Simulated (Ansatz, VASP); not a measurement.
**P in VASP and in Ansatz**

```
CELL_PARAMETERS angstrom
2.39048 0.00000 0.04482
0.00000 2.39048 0.00000
0.04482 0.00000 2.39065
ATOMIC_POSITIONS crystal
P 0.00000 0.00000 0.00000
```

Change from the starting cell: strain +0.0375 x Voigt [0, 0, 0, 0, 1, 0], atoms carried along.

Alike in both runs: task single point; functional PBEsol; dispersion D3(BJ); k mesh 24 × 24 × 24; occupations gaussian, width 0.15 eV; no spin polarisation.

|  | VASP | Ansatz |
| --- | --- | --- |
| version | VASP 6.6.1 | Ansatz 0.2.0 |
| potentials or method | VASP PAW PBE potentials, release 64 (P), cutoff 520 eV | scalar-relativistic, plane waves, PAW |
| valence electrons in the cell | 5 | 5 |

|  | VASP | Ansatz | Ansatz less VASP |
| --- | --- | --- | --- |
| gap on the k mesh at the Fermi level (eV) | none | none | - |
| pressure (GPa) | 0.2 | 0.1 | -0.10 |
| traceless stress, the component that is largest in VASP (GPa) | -2.27 | -2.28 | -0.003 |

VASP's potentials were made for PBE, not for PBEsol. A gap of «none» marks a metal or a gap that the smearing closes.
